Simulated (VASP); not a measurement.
Write the native input for VASP 6.6.1 that does the following.

| Item | Value |
| --- | --- |
| Task | single point |
| Functional | PBE |
| Potentials or basis | VASP PAW PBE potentials, release 64 (Al, B, As) |
| Cutoff | 520 eV |
| k mesh | 4 × 4 × 2 |
| Occupations | gaussian, width 0.1 eV |
| Spin | no spin polarisation |
| Dipole correction | no |
| Further INCAR settings | ALGO = Normal; EDIFF = 1e-07; NBANDS = 26 |

The structure of Al3BAs4 lies in POSCAR:

```
Al3BAs4
1.0
    3.8805783440     -0.0020962961      0.0000820654
   -0.0021138489      3.8800781895     -0.0012620634
    0.0000543036     -0.0035478154     11.1567362229
Al B As
3 1 4
Direct
   -0.0000558952      0.0000139627      0.7349941430
    0.5000347540      0.5002487703      0.0000421260
   -0.0000174763      1.0000422132      0.2650395881
    0.5000715290      0.5000351612      0.4999629099
    0.4999818720     -0.0000502717      0.8674127760
    0.0000241494      0.4998826210      0.1326191253
    0.4999799312     -0.0000243751      0.3993151106
   -0.0000188642      0.4998519182      0.6006142213
```

These files were run (other wordings do the same):

INCAR

```
SYSTEM = Al3BAs4
PREC = Accurate ; ENCUT = 520
EDIFF = 1E-7 ; ISMEAR = 0
SIGMA = 0.1 ; LREAL = .FALSE.
LASPH = .TRUE. ; NELM = 60
ALGO = Normal ; ISIF = 2
LWAVE = .FALSE. ; LCHARG = .FALSE.
GGA = PE ; NBANDS = 26
```

KPOINTS

```
regular mesh
0
G
  4 4 2
  0 0 0
```

Potentials or basis: VASP PAW PBE potentials, release 64 (Al, B, As).

Launch:

```console
$ cat potpaw_PBE.64/Al/POTCAR potpaw_PBE.64/B/POTCAR potpaw_PBE.64/As/POTCAR > POTCAR
$ mpirun -np 1 vasp_std > vasp.out
```

Results of the run:

| Property | Result |
| --- | --- |
| Pressure | 0.3 GPa |
| Largest force | 0.008 eV/Å |
| Band gap on the k mesh | 0.85 eV, direct |

Run time: 40 s on 1 thread of Intel(R) Xeon(R) 6975P-C (Granite Rapids), with other jobs on the host, peak memory 0.29 GiB.
